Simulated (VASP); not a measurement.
The system is Ir.

```
CELL_PARAMETERS angstrom
2.52804 0.00000 0.00000
0.00000 2.52804 0.00000
0.00000 0.00000 2.52804
ATOMIC_POSITIONS crystal
Ir 0.00000 0.00000 0.00000
```

This isn't the form of Ir at room conditions, which is fcc.

Base run:

- Program: VASP 6.6.1
- Functional: LDA
- Potentials or basis: VASP PAW LDA potentials, release 64 (Ir)
- Cutoff: 520 eV
- k mesh: 13 × 13 × 13
- Occupations: fermi-dirac, width 0.1 eV
- Spin: no spin polarisation

Its results: band gap on the k mesh zero (an odd number of electrons rules out a gap without spin polarisation); pressure 1.4 GPa.

**Question.** The run is repeated on the same cell with these changes: k mesh from 13 × 13 × 13 to 14 × 14 × 14. What comes out?

**Answer.** Band gap on the k mesh zero (an odd number of electrons rules out a gap without spin polarisation); pressure 0.9 GPa.

Caveats: spin-orbit coupling is left out, which moves the levels of the heavy elements.
